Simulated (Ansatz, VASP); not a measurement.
One calculation of Ti3Al, two programs

```
Ti Al
1.0
     3.06728    0.00000    0.00000
    -1.53364    2.65634    0.00000
     0.00000    0.00000    9.09602
Ti Al
3 1
Cartesian
  1.5336 0.8854 0.0000
  0.0000 1.7709 6.8262
  0.0000 1.7709 2.2698
  1.5336 0.8854 4.5480
```

Alike in both runs: task single point; functional PBE; k mesh 18 × 18 × 6; occupations gaussian, width 0.15 eV; no spin polarisation.

|  | VASP | Ansatz |
| --- | --- | --- |
| version | VASP 6.6.1 | Ansatz 0.2.0 |
| potentials or method | VASP PAW PBE potentials, release 64 (Ti_sv, Al), cutoff 520 eV | scalar-relativistic, plane waves, PAW |
| valence electrons in the cell | 39 | 39 |

```csv
,VASP,Ansatz,Ansatz less VASP
gap on the k mesh at the Fermi level (eV),none,none,-
pressure (GPa),-6.9,-6.8,+0.09
"traceless stress, the component that is largest in VASP (GPa)",5.02,5.03,+0.006
rms of the force components (eV/Å),0.042,0.039,-0.0024
```

Atom by atom the forces differ by 0.002 eV/Å (rms over components). A gap of «none» marks a metal or a gap that the smearing closes.
